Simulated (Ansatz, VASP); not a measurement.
One calculation of CsGeBr3, two programs

Contents of INCAR:

```
SYSTEM = CsGeBr3
ALGO = Normal
EDIFF = 1E-7
ENCUT = 520
GGA = CA
ISIF = 2
ISMEAR = 0
LASPH = .True.
LCHARG = .False.
LREAL = .False.
LWAVE = .False.
NBANDS = 30
NELM = 60
PREC = Accurate
SIGMA = 0.05
```

KPOINTS

```
k-points
0
Gamma
  6 6 6
  0 0 0
```

Contents of POSCAR:

```
CsGeBr3
1.0
    5.0906609688      0.0000000000      0.0000000000
    0.0000000000      5.0906609688      0.0000000000
    0.0000000000      0.0000000000      5.0906609688
Cs Ge Br
1 1 3
Direct
    0.0000000000      0.0000000000      0.0000000000
    0.5000000000      0.5000000000      0.5000000000
    0.5000000000      0.5000000000      0.0000000000
    0.5000000000      0.0000000000      0.5000000000
    0.0000000000      0.5000000000      0.5000000000
```

Input for Ansatz:

```yaml
crystal:
  lattice:
    - [5.0906609688, 0.0, 0.0]
    - [0.0, 5.0906609688, 0.0]
    - [0.0, 0.0, 5.0906609688]
  atoms:
    - { symbol: Cs, position: [0.0, 0.0, 0.0] }
    - { symbol: Ge, position: [0.5, 0.5, 0.5] }
    - { symbol: Br, position: [0.5, 0.5, 0.0] }
    - { symbol: Br, position: [0.5, 0.0, 0.5] }
    - { symbol: Br, position: [0.0, 0.5, 0.5] }
basis:
  ecutwfc: 420
kpoints:
  mp_grid: { grid: [6, 6, 6] }
hamiltonian:
  xc: lda
scf:
  occupations: { method: gaussian, width: 0.05 }
output:
  forces: true
  stress: true
  eigenvalues: true
```

Change from the starting cell: strain -0.080 along x and y, -0.080 along z, atoms carried along.

Alike in both runs: task single point; functional LDA; k mesh 6 × 6 × 6; occupations gaussian, width 0.05 eV; no spin polarisation.

|  | VASP | Ansatz |
| --- | --- | --- |
| version | VASP 6.6.1 | Ansatz 0.2.0 |
| potentials or method | VASP PAW LDA potentials, release 64 (Cs_sv, Ge_d, Br), cutoff 520 eV | scalar-relativistic, plane waves, PAW |
| valence electrons in the cell | 44 | 44 |

|  | VASP | Ansatz | Ansatz less VASP |
| --- | --- | --- | --- |
| gap on the k mesh at the Fermi level (eV) | none | none | - |
| pressure (GPa) | 7.9 | 7.7 | -0.16 |

LDA's correlation is that of Perdew and Zunger in VASP and of Perdew and Wang (1992) in Ansatz. A gap of «none» marks a metal or a gap that the smearing closes.

Neither program's run includes spin-orbit coupling.
